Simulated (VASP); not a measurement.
Set up this calculation in VASP 6.6.1, as the native input.

- Task: single point
- Functional: PBE
- Potentials or basis: VASP PAW PBE potentials, release 64 (Ni, Si)
- Cutoff: 520 eV
- k mesh: 8 × 8 × 8
- Occupations: fermi-dirac, width 0.05 eV
- Spin: collinear spin, ferromagnetic start
- Starting moments: [1.0, 1.0, 1.0, 0.0] μB
- Dipole correction: no
- Further INCAR settings: ALGO = Normal; EDIFF = 1e-06; NBANDS = 29

The structure of SiNi3 lies in POSCAR:

```
SiNi3
1.0
    3.5886106083      0.0000000000      0.0000000000
    0.0000000000      3.5886106083      0.0000000000
    0.0000000000      0.0000000000      3.5886106083
Ni Si
3 1
Direct
    0.5000000000      0.5000000000      0.0000000000
    0.5000000000      0.0000000000      0.5000000000
    0.0000000000      0.5000000000      0.5000000000
    0.0000000000      0.0000000000      0.0000000000
```

This cell differs from its parent crystal: volume scaled by 1.04.

These files were run (other wordings do the same):

INCAR

```
SYSTEM = SiNi3
PREC     = Accurate       ! precision mode
ENCUT    = 520            ! plane-wave cutoff, eV
EDIFF    = 1E-6           ! SCF threshold, eV
ISMEAR   = -1             ! smearing method
SIGMA    = 0.05           ! smearing width, eV
LREAL    = .FALSE.        ! projectors in reciprocal space
LASPH    = .TRUE.         ! aspherical terms in the spheres
NELM     = 150            ! most SCF steps
ALGO     = Normal         ! electronic algorithm
ISIF     = 2              ! what is computed and relaxed
LWAVE    = .FALSE.        ! write WAVECAR
LCHARG   = .TRUE.         ! write CHGCAR
ISPIN    = 2              ! spin polarisation
MAGMOM   = 1 1 1 0        ! initial moments
LORBIT   = 11             ! projections on sites
LMAXMIX  = 4              ! l up to which the mixer works
GGA      = PE             ! functional
LELF     = .TRUE.         ! ELF
LVHAR    = .TRUE.       
NBANDS   = 29             ! bands
```

KPOINTS

```
regular mesh
0
G
  8 8 8
  0 0 0
```

Potentials or basis: VASP PAW PBE potentials, release 64 (Ni, Si).

Launch:

```bash
$ cat potpaw_PBE.64/Ni/POTCAR potpaw_PBE.64/Si/POTCAR > POTCAR
$ mpirun -np 1 vasp_std > vasp.out
```

Results of the run:

```json
{
  "Pressure": "-12.4 GPa",
  "Band gap on the k mesh": "zero (filled and empty bands overlap)",
  "Net moment": "0.00 μB per cell",
  "Valence electrons inside the program's atomic spheres": "Ni 9.33; Si 1.51"
}
```

Run time: 55 s on 1 thread of Intel(R) Xeon(R) 6975P-C (Granite Rapids) (shared host), peak memory 0.21 GiB.
